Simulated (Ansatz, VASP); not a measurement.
Two plane-wave programs on Os

The input POSCAR:

```
Os
1.0
    0.0000000000      2.0532726884      1.7452817851
    2.0532726884      0.0000000000      1.7452817851
    2.0532726884      2.0532726884      0.0000000000
Os
1
Direct
    0.0000000000      0.0000000000      0.0000000000
```

Contents of INCAR.step1:

```
SYSTEM = Os
  ALGO = Normal
  EDIFF = 1E-4
  ENCUT = 520
  GGA = PE
  ISMEAR = 0
  LASPH = .TRUE.
  LCHARG = .FALSE.
  LREAL = .FALSE.
  LWAVE = .TRUE.
  NBANDS = 10
  NELM = 100
  PREC = Accurate
  SIGMA = 0.15
```

INCAR.step2

```
SYSTEM = Os
  ALGO = Normal
  EDIFF = 1E-6
  ENCUT = 520
  ISIF = 2
  ISMEAR = 0
  ISTART = 1
  LASPH = .TRUE.
  LCHARG = .TRUE.
  LELF = .TRUE.
  LMIXTAU = .TRUE.
  LREAL = .FALSE.
  LVHAR = .TRUE.
  LWAVE = .FALSE.
  METAGGA = R2SCAN
  NBANDS = 10
  NELM = 100
  PREC = Accurate
  SIGMA = 0.15
```

KPOINTS

```
k-points
0
G
  24 24 24
  0 0 0
```

Input for Ansatz:

```yaml
crystal:
  lattice:
    - [0.0, 2.0532726884, 1.7452817851]
    - [2.0532726884, 0.0, 1.7452817851]
    - [2.0532726884, 2.0532726884, 0.0]
  atoms:
    - { symbol: Os, position: [0.0, 0.0, 0.0] }
basis:
  ecutwfc: 500
kpoints:
  mp_grid: { grid: [24, 24, 24] }
hamiltonian:
  xc: r2scan
scf:
  occupations: { method: gaussian, width: 0.15 }
output:
  forces: true
  stress: true
  eigenvalues: true
  write_density: true
  write_potential: true
  elf: true
  volumetric_format: npy
```

Alike in both runs: task single point; functional r2SCAN; k mesh 24 × 24 × 24; occupations gaussian, width 0.15 eV; no spin polarisation.

|  | VASP | Ansatz |
| --- | --- | --- |
| version | VASP 6.6.1 | Ansatz 0.2.0 |
| potentials or method | VASP PAW PBE potentials, release 64 (Os), cutoff 520 eV | scalar-relativistic, plane waves, PAW |
| valence electrons in the cell | 8 | 16 |

```tsv
	VASP	Ansatz	Ansatz less VASP
gap on the k mesh at the Fermi level (eV)	none	none	-
pressure (GPa)	-11.9	-12.6	-0.68
traceless stress, the component that is largest in VASP (GPa)	34.64	34.83	+0.187
```

VASP's potentials were made for PBE, not for r2SCAN. A gap of «none» marks a metal or a gap that the smearing closes. The functional is the same, so the differences come from potentials, cutoffs and numerics. VASP's potentials hold 8 valence electrons a cell and Ansatz's 16, so a difference there can come from the potentials and not from the codes.

Neither program's run includes spin-orbit coupling.
